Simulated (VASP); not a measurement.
**TiSi5O12: single point with PBE**

Crystal: TiSi5O12.

```xyz
18
Lattice="0.0284 -4.3090 2.7442 -4.3091 0.0283 2.7440 -4.2796 -4.2793 -2.7422" Properties=species:S:1:pos:R:3 pbc="T T T"
O    -2.9914   -2.9982   -0.1309
O    -2.9925   -2.9992    2.8625
O    -7.2383   -7.2448    2.7568
O    -1.2832   -1.2904   -0.1182
O    -5.5640   -5.5708    0.1328
O    -5.5977   -5.6048    2.7334
O    -0.7705   -3.5124    1.3724
O    -5.1092   -7.8008    1.3710
O    -5.0703   -3.4249    1.3752
O    -3.5052   -0.7773    1.3719
O    -7.7942   -5.1157    1.3708
O    -3.4177   -5.0771    1.3752
Si   -4.2777   -4.2847    0.0010
Si   -4.2786   -4.2853    2.7467
Si   -4.2767   -4.2837   -2.7447
Si   -6.4247   -6.4323    1.4028
Si   -2.1302   -2.1369   -1.4008
Ti   -2.1381   -2.1450    1.3721
```

```yaml
Program: VASP 6.6.1
Task: single point
Functional: PBE
Potentials_or_basis: VASP PAW PBE potentials, release 64 (O, Si, Ti_sv)
Cutoff: 520 eV
k_mesh: 3 × 3 × 2, shifted
Occupations: gaussian, width 0.1 eV
Spin: no spin polarisation
```

The pressure is 0.3 GPa. The largest force is 0.053 eV/Å and the band gap on the k mesh is 2.13 eV.

Forces on the atoms (eV/Å):
```
O   -0.035 -0.037 -0.013
O   -0.031 -0.030  0.017
O   -0.011 -0.013 -0.016
O    0.033  0.036 -0.019
O    0.035  0.034  0.012
O    0.011  0.011  0.018
O    0.032 -0.032 -0.004
O   -0.003 -0.001 -0.003
O    0.002  0.006  0.002
O   -0.033  0.031  0.000
O    0.002 -0.006 -0.004
O    0.004  0.001  0.005
Si  -0.001  0.001  0.001
Si   0.003  0.001  0.005
Si  -0.003 -0.001 -0.006
Si  -0.006  0.000 -0.011
Si   0.002  0.002  0.010
Ti  -0.001  0.000  0.006
```

Stress tensor (GPa, compression positive):
```
 0.11 -0.14 -0.06
-0.14  0.13 -0.05
-0.06 -0.05  0.58
```

Levels at points of the mesh, in eV from the valence-band top:
```tsv
k point	band 48	band 49	band 50	band 51	band 52	band 53	band 54	band 55	band 56	band 57
(0.00, 0.00, 0.25)	-1.22	-0.78	-0.75	-0.70	0.00	2.13	2.71	2.97	5.31	5.47
```

It took 2.7 min on 1 thread of Intel(R) Xeon(R) Platinum 8488C (Sapphire Rapids) (shared host), peak memory 0.27 GiB.

Caveat: the k points lie up to 0.52 Å⁻¹ apart; a shifted mesh leaves out Γ, where band edges can lie. A k mesh can miss the band edges.
